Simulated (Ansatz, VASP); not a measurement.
# Al2Rh: VASP beside Ansatz

```
Al Rh
1.0
     3.00510   -3.02053    0.00000
     3.00510    3.02053    0.00000
     0.00000    0.00000    2.80190
Al Rh
2 1
Direct
  0.00000 0.50000 0.00000
  0.50000 0.00000 0.00000
  0.50000 0.50000 0.50000
```

Alike in both runs: functional PBE; k mesh 6 × 6 × 4; occupations gaussian, width 0.1 eV; no spin polarisation.

Ansatz relaxed the structure, and its values are those at the end. VASP's run is a single point on that final structure, the one shown.

```csv
,VASP,Ansatz
version,VASP 6.6.1,Ansatz 0.2.0
potentials or method,"VASP PAW PBE potentials, release 64 (Al, Rh_pv), cutoff 520 eV","scalar-relativistic, plane waves, PAW"
valence electrons in the cell,21,23
```

```tsv
	VASP	Ansatz	Ansatz less VASP
gap on the k mesh at the Fermi level (eV)	none	none	-
pressure (GPa)	0.1	0.1	-0.02
```

A gap of «none» marks a metal or a gap that the smearing closes. VASP's potentials hold 21 valence electrons a cell and Ansatz's 23, so a difference there can come from the potentials and not from the codes.

The k mesh is coarse, so the values compare programs but aren't converged.
